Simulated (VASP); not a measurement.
# Si3C4 (P-43m) in VASP: density of states with PBE

Aim: the density of states of Si3C4 with PBE.

Everything below comes from runs of VASP 6.6.1. Logs are shortened: lines on timing, memory, paths and dates and some standing lists are left out, and cuts for length are marked.

### 1 The cell of the first run

The structure is cubic, space group P-43m (No. 215). Conventional cell: a = 4.417 Å, b = 4.417 Å, c = 4.417 Å, α = 90.00°, β = 90.00°, γ = 90.00°. Within 2.5 Å of Si (site symmetry -42m) lie 4 C at 1.86 Å. Within 2.5 Å of C (site symmetry 3m) lie 3 Si at 1.86 Å.

### 2 Density of states, PBE

POSCAR reads:

```
Si3C4
1.0
    4.4169197786      0.0000000000      0.0000000000
    0.0000000000      4.4169197786      0.0000000000
    0.0000000000      0.0000000000      4.4169197786
Si C
3 4
Direct
    0.0000000000      0.0000000000      0.5000000000
    0.5000000000      0.0000000000      0.0000000000
    0.0000000000      0.5000000000      0.0000000000
    0.7730766994      0.7730766994      0.7730766994
    0.2269233006      0.2269233006      0.7730766994
    0.2269233006      0.7730766994      0.2269233006
    0.7730766994      0.2269233006      0.2269233006
```

INCAR.step1 reads:

```
SYSTEM = Si3C4
ALGO = Normal
EDIFF = 1E-6
ENCUT = 520
GGA = PE
ISIF = 2
ISMEAR = 0
LASPH = .TRUE.
LCHARG = .TRUE.
LREAL = .FALSE.
LWAVE = .FALSE.
NBANDS = 23
NELM = 100
PREC = Accurate
SIGMA = 0.1
```

KPOINTS.step1 reads:

```
k-points
0
G
  8 8 8
  0 0 0
```

INCAR.step2 reads:

```
SYSTEM = Si3C4
ALGO = Normal
EDIFF = 1E-6
ENCUT = 520
GGA = PE
ICHARG = 11
ISIF = 2
ISMEAR = -5
LASPH = .TRUE.
LCHARG = .FALSE.
LORBIT = 10
LREAL = .FALSE.
LWAVE = .FALSE.
NEDOS = 2001
NELM = 100
PREC = Accurate
SIGMA = 0.1
```

KPOINTS.step2 reads:

```
k-points
0
G
  12 12 12
  0 0 0
```

Potentials or basis: VASP PAW PBE potentials, release 64 (Si, C).

Run with:

```sh
> cat potpaw_PBE.64/Si/POTCAR potpaw_PBE.64/C/POTCAR > POTCAR
> cp INCAR.step1 INCAR
> cp KPOINTS.step1 KPOINTS
> mpirun -np 1 vasp_std > vasp.out
> cp INCAR.step2 INCAR
> cp KPOINTS.step2 KPOINTS
> mpirun -np 1 vasp_std > vasp.out
```

OUTCAR:

```text
SYSTEM = Si3C4
   EDIFF = 1E-6
   ENCUT = 520
   GGA = PE
   ICHARG = 11
   ISIF = 2
   ISMEAR = -5
   LASPH = .TRUE.
   LORBIT = 10
   LREAL = .FALSE.
   NELM = 100
   PREC = Accurate

 ion  position               nearest neighbor table
   1  0.000  0.000  0.500-   4 1.86   5 1.86   6 1.86   7 1.86   2 3.12   3 3.12   2 3.12   3 3.12
                             3 3.12   3 3.12   2 3.12   2 3.12
   2  0.500  0.000  0.000-   4 1.86   5 1.86   6 1.86   7 1.86   1 3.12   3 3.12   1 3.12   3 3.12
                             1 3.12   3 3.12   1 3.12   3 3.12
   3  0.000  0.500  0.000-   4 1.86   5 1.86   6 1.86   7 1.86   1 3.12   2 3.12   1 3.12   1 3.12
                             2 3.12   1 3.12   2 3.12   2 3.12
   4  0.773  0.773  0.773-   1 1.86   2 1.86   3 1.86
   5  0.227  0.227  0.773-   1 1.86   2 1.86   3 1.86
   6  0.227  0.773  0.227-   1 1.86   2 1.86   3 1.86
   7  0.773  0.227  0.227-   1 1.86   2 1.86   3 1.86

  LATTYP: Found a simple cubic cell.
 ALAT       =     4.4169197786

  Lattice vectors:

 A1 = (   4.4169197786,   0.0000000000,   0.0000000000)
 A2 = (   0.0000000000,   4.4169197786,   0.0000000000)
 A3 = (   0.0000000000,   0.0000000000,   4.4169197786)

Analysis of symmetry for initial positions (statically):
=====================================================================
 Subroutine PRICEL returns:
 Original cell was already a primitive cell.

 Routine SETGRP: Setting up the symmetry group for a
 simple cubic supercell.

 Subroutine GETGRP returns: Found 24 space group operations
 (whereof 24 operations were pure point group operations)
 out of a pool of 48 trial point group operations.

The static configuration has the point symmetry T_d .

Analysis of symmetry for dynamics (positions and initial velocities):
=====================================================================
 Subroutine PRICEL returns:
 Original cell was already a primitive cell.

 Routine SETGRP: Setting up the symmetry group for a
 simple cubic supercell.

 Subroutine GETGRP returns: Found 24 space group operations
 (whereof 24 operations were pure point group operations)
 out of a pool of 48 trial point group operations.

The dynamic configuration has the point symmetry T_d .

 Subroutine INISYM returns: Found 24 space group operations
 (whereof 24 operations are pure point group operations),
 and found     1 'primitive' translations

----------------------------------------------------------------------------------------

                                     Primitive cell

  volume of cell :      86.1705

  direct lattice vectors                    reciprocal lattice vectors
     4.416919779  0.000000000  0.000000000     0.226402120  0.000000000  0.000000000
     0.000000000  4.416919779  0.000000000     0.000000000  0.226402120  0.000000000
     0.000000000  0.000000000  4.416919779     0.000000000  0.000000000  0.226402120

  length of vectors
     4.416919779  4.416919779  4.416919779     0.226402120  0.226402120  0.226402120

  position of ions in fractional coordinates (direct lattice)
     0.000000000  0.000000000  0.500000000
     0.500000000  0.000000000  0.000000000
     0.000000000  0.500000000  0.000000000
     0.773076699  0.773076699  0.773076699
     0.226923301  0.226923301  0.773076699
     0.226923301  0.773076699  0.226923301
     0.773076699  0.226923301  0.226923301

  ion indices of the primitive-cell ions
   primitive index   ion index
                 1           1
                 2           2
                 3           3
                 4           4
                 5           5
                 6           6
                 7           7

----------------------------------------------------------------------------------------

 KPOINTS: k-points

Automatic generation of k-mesh.
 Grid dimensions read from file:
 generate k-points for:   12   12   12

 Generating k-lattice:

  Cartesian coordinates                     Fractional coordinates (reciprocal lattice)
     0.018866843  0.000000000  0.000000000     0.083333333  0.000000000  0.000000000
     0.000000000  0.018866843  0.000000000     0.000000000  0.083333333  0.000000000
     0.000000000  0.000000000  0.018866843     0.000000000  0.000000000  0.083333333

  Length of vectors
     0.018866843  0.018866843  0.018866843

  Shift w.r.t. Gamma in fractional coordinates (k-lattice)
     0.000000000  0.000000000  0.000000000

 TETIRR: Found    854 inequivalent tetrahedra from    10368

 Subroutine IBZKPT returns following result:
 ===========================================

 Found     84 irreducible k-points:

 Following reciprocal coordinates:
            Coordinates               Weight
  0.000000  0.000000  0.000000      1.000000
  0.083333  0.000000  0.000000      6.000000
  0.166667  0.000000  0.000000      6.000000
  0.250000  0.000000  0.000000      6.000000
  0.333333  0.000000  0.000000      6.000000
  0.416667  0.000000  0.000000      6.000000
[... 16 lines left out ...]
  0.333333  0.333333  0.000000     12.000000
  0.416667  0.333333  0.000000     24.000000
 [... further k-points ...]
   k-points           NKPTS =     84   k-points in BZ     NKDIM =     84   number of bands    NBANDS=     18
   number of dos      NEDOS =   2001   number of ions     NIONS =      7
   total plane-waves  NPLWV =  46656
   dimension x,y,z NGX =    36 NGY =   36 NGZ =   36
   dimension x,y,z NGXF=    72 NGYF=   72 NGZF=   72
   ions per type =               3   4
   NGX,Y,Z   is equivalent  to a cutoff of  13.55, 13.55, 13.55 a.u.
   NGXF,Y,Z  is equivalent  to a cutoff of  27.10, 27.10, 27.10 a.u.
 SYSTEM =  Si3C4
   PREC   = accura    normal or accurate (medium, high low for compatibility)
   ISTART =      0    job   : 0-new  1-cont  2-samecut
   ICHARG =     11    charge: 1-file 2-atom 10-const
   ISPIN  =      1    spin polarized calculation?
   LNONCOLLINEAR =      F non collinear calculations
   LSORBIT =      F    spin-orbit coupling
   LASPH  =      T    aspherical Exc in radial PAW
   ENCUT  =  520.0 eV  38.22 Ry    6.18 a.u.   8.21  8.21  8.21*2*pi/ulx,y,z
   NELM   =    100;   NELMIN=  2; NELMDL=  0     # of ELM steps
   EDIFF  = 0.1E-05   stopping-criterion for ELM
   LREAL  =      F    real-space projection
   EDIFFG = 0.1E-04   stopping-criterion for IOM
   NSW    =      0    number of steps for IOM
   IBRION =     -1    ionic relax: 0-MD 1-quasi-New 2-CG
   NFREE  =      0    steps in history (QN), initial steepest desc. (CG)
   ISIF   =      2    stress and relaxation
   ISYM   =      2    0-nonsym 1-usesym 2-fastsym
   POTIM  = 0.5000    time-step for ionic-motion
   TEBEG  =    0.0;   TEEND  =   0.0 temperature during run
   PSTRESS=    0.0 pullay stress
   NELECT =      28.0000    total number of electrons
   NUPDOWN=      -1.0000    fix difference up-down
   EMIN   =  10.00;   EMAX   =-10.00  energy-range for DOS
   EFERMI =   0.00;   METHOD = LEGACY
   ISMEAR =    -5;   SIGMA  =   0.10  broadening in eV -4-tet -1-fermi 0-gaus
   EFERMI_NEDOS =   21; number of points for ismear=-14 and -15
   IALGO  =     38    algorithm
   IMIX   =      4    mixing-type and parameters
     AMIX     =   0.40;   BMIX     =  1.00
     AMIX_MAG =   1.60;   BMIX_MAG =  1.00
  volume/ion in A,a.u.               =      12.31        83.07
  Fermi-wavevector in a.u.,A,eV,Ry     =   1.125489  2.126866 17.234853  1.266726
  Thomas-Fermi vector in A             =   2.262166
   LORBIT       =     10    0 simple, 1 ext, 2 COOP (PROOUT), +10 PAW based schemes
   GGA     = PE    functional components
   LHFCALC =     F    Hartree Fock is set to
   AEXX    =    0.0000 exact exchange contribution
   IVDW    =     0    specifies the selected vdW correction
   LEPSILON=     F    determine dielectric tensor
   LRPA    =     F    only Hartree local field effects (RPA)
 non-spin polarized calculation
 Fermi weights with tetrahedron method with Bloechl corrections
  energy-cutoff  :      520.00
  volume of cell :       86.17
 maximum number of plane-waves:      2360
 NGX is ok and might be reduce to    36

 number of electron      27.9999999 magnetization

 Free energy of the ion-electron system (eV)
  ---------------------------------------------------
  ext. energy  EPLUGINS =         0.00000000
  ---------------------------------------------------
  free energy    TOTEN  =       -48.05372696 eV

  energy without entropy =      -48.05372696  energy(sigma->0) =      -48.05372696

 E-fermi :   5.9777     XC(G=0): -10.2941

 val. band max:        5.9654893419   @ k =   0.1667   0.0000   0.0000
 cond. band min:       5.9673610254   @ k =   0.5000   0.2500   0.1667
 fundamental gap:      0.0018716835
 Fermi energy:         5.9777479280

 k-point     1 :       0.0000    0.0000    0.0000
  band No.  band energies     occupation
      1      -9.4709      2.00000
      2      -4.7520      2.00000
      3      -4.7520      2.00000
      4      -4.7520      2.00000
      5      -2.5039      2.00000
      6      -2.5039      2.00000
[... 10 lines left out ...]
     17       8.5669      0.00000
     18       8.5669      0.00000

 k-point     2 :       0.0833    0.0000    0.0000
  band No.  band energies     occupation
      1      -9.4337      2.00000
      2      -4.9748      2.00000
      3      -4.7417      2.00000
      4      -4.7417      2.00000
      5      -2.4804      2.00000
      6      -2.2744      2.00000
[... 10 lines left out ...]
     17       8.5719      0.00000
     18       8.6794      0.00000

 k-point     3 :       0.1667    0.0000    0.0000
  band No.  band energies     occupation
      1      -9.3239      2.00000
      2      -5.4684      2.00000
      3      -4.7129      2.00000
      4      -4.7129      2.00000
      5      -2.4133      2.00000
      6      -1.7598      2.00000
[... 10 lines left out ...]
     17       8.6154      0.00000
     18       9.0305      0.00000

 k-point     4 :       0.2500    0.0000    0.0000
  band No.  band energies     occupation
      1      -9.1485      2.00000
      2      -6.0287      2.00000
      3      -4.6724      2.00000
      4      -4.6724      2.00000
      5      -2.3143      2.00000
      6      -1.1579      2.00000
[... 375 lines left out ...]
      4      -4.7288      2.00000
      5      -1.3631      2.00000
      6      -0.2958      2.00000
[... 10 lines left out ...]
     17      10.3399      0.00000
     18      10.9412      0.00000

 k-point    23 :       0.3333    0.3333    0.0000
  band No.  band energies     occupation
      1      -8.3701      2.00000
      2      -6.3920      2.00000
      3      -6.0605      2.00000
      4      -4.7493      2.00000
      5      -1.1660      2.00000
      6      -0.5373      2.00000
[... 10 lines left out ...]
     17       9.9853      0.00000
     18      10.6098      0.00000

 k-point    24 :       0.4167    0.3333    0.0000
  band No.  band energies     occupation
      1      -8.1320      2.00000
      2      -6.6727      2.00000
      3      -6.0931      2.00000
      4      -4.8050      2.00000
      5      -1.0432      2.00000
      6      -0.4628      2.00000
[... 10 lines left out ...]
     17      10.3205      0.00000
     18      10.8585      0.00000

 [... further k-points ...]

------------------------ aborting loop because EDIFF is reached ----------------------------------------

  FORCE on cell =-STRESS in cart. coord.  units (eV):
  Direction    XX          YY          ZZ          XY          YZ          ZX
  --------------------------------------------------------------------------------------
  -------------------------------------------------------------------------------------
  Total       -0.0506575     -0.0506575     -0.0506575      0.0000000      0.0000000      0.0000000
  in kB       -0.9418811     -0.9418811     -0.9418811      0.0000000      0.0000000      0.0000000
  external PRESSURE =      -0.9418811 kB  Pullay stress =       0.0000000 kB

 VOLUME and BASIS-vectors are now :
 -----------------------------------------------------------------------------
  energy-cutoff  :      520.00
  volume of cell :       86.17
      direct lattice vectors                 reciprocal lattice vectors
     4.416919779  0.000000000  0.000000000     0.226402120  0.000000000  0.000000000
     0.000000000  4.416919779  0.000000000     0.000000000  0.226402120  0.000000000
     0.000000000  0.000000000  4.416919779     0.000000000  0.000000000  0.226402120

 POSITION                                       TOTAL-FORCE (eV/Angst)
 -----------------------------------------------------------------------------------
      0.00000      0.00000      2.20846         0.000000      0.000000     -0.000000
      2.20846      0.00000      0.00000         0.000000      0.000000      0.000000
      0.00000      2.20846      0.00000         0.000000      0.000000      0.000000
      3.41462      3.41462      3.41462         0.005961      0.005961      0.005961
      1.00230      1.00230      3.41462        -0.005961     -0.005961      0.005961
      1.00230      3.41462      1.00230        -0.005961      0.005961     -0.005961
      3.41462      1.00230      1.00230         0.005961     -0.005961     -0.005961
 -----------------------------------------------------------------------------------
    total drift:                               -0.000000     -0.000000      0.000000

  FREE ENERGIE OF THE ION-ELECTRON SYSTEM (eV)
  ---------------------------------------------------
  free  energy   TOTEN  =       -48.0537269556 eV

  energy  without entropy=      -48.0537269556  energy(sigma->0) =      -48.05372696

 total charge

# of ion       s       p       d       tot
------------------------------------------
    1        0.708   0.993   0.000   1.702
    2        0.708   0.993   0.000   1.702
    3        0.708   0.993   0.000   1.702
    4        0.892   1.528   0.000   2.420
    5        0.892   1.528   0.000   2.420
    6        0.892   1.528   0.000   2.420
    7        0.892   1.528   0.000   2.420
--------------------------------------------------
tot          5.692   9.093   0.000  14.785
```

Wall time 1.8 min (1 thread of Intel Xeon Platinum 8259CL at 2.50GHz (Skylake/Cascade Lake), shared host); peak memory 0.26 GiB.

Results:

```
Valence electrons inside the program's atomic spheres : Si 1.70; C 2.42
```

Levels at points of the mesh, in eV from the Fermi level:
```csv
k point,band 10,band 11,band 12,band 13,band 14,band 15,band 16,band 17,band 18
"(0.00, 0.00, 0.00)",-3.85,-3.01,-3.01,-3.01,0.37,0.37,0.37,2.59,2.59
"(0.50, 0.00, 0.00)",-4.85,-2.84,-2.84,-2.39,-1.67,0.21,0.21,3.84,5.39
"(0.50, 0.50, 0.00)",-4.01,-2.89,-2.87,-1.72,-0.98,0.23,0.23,4.85,4.85
"(0.50, 0.50, 0.50)",-2.56,-1.96,-1.96,-1.96,0.51,0.51,0.51,5.00,5.00
```

Caveat: tetrahedron occupations give inexact forces and stress in metals.
